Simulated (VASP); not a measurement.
A run of VASP 6.6.1 is set up as follows.

INCAR

```
  PREC = Accurate
  ENCUT = 520
  EDIFF = 1E-7
  ISMEAR = 0
  SIGMA = 0.15
  LREAL = F
  LASPH = T
  NELM = 100
  ALGO = Fast
  ISIF = 2
  LWAVE = F
  LCHARG = F
  GGA = CA
  NBANDS = 12
```

KPOINTS

```
Automatic mesh
0
Gamma
  26 26 26
```

Contents of POSCAR:

```
Cu
1.0
   -1.3976761718      1.3976761718      1.4663554711
    1.3976761718     -1.3976761718      1.4663554711
    1.3976761718      1.3976761718     -1.4663554711
Cu
1
Direct
    0.0000000000      0.0000000000      0.0000000000
```

Potentials or basis: VASP PAW LDA potentials, release 64 (Cu).

Command:

```sh
$ cat potpaw_LDA.64/Cu/POTCAR > POTCAR
$ mpirun -np 1 vasp_std > vasp.out
```

Problem. Estimate the pressure.

Solution. -6.9 GPa.

Problem. Estimate the band gap on the k mesh.

Solution. Zero (an odd number of electrons rules out a gap without spin polarisation).

Stress tensor (GPa, compression positive):
```
-7.17  0.00  0.00
 0.00 -7.17  0.00
 0.00  0.00 -6.32
```

Caveat: the cell stands under tension.
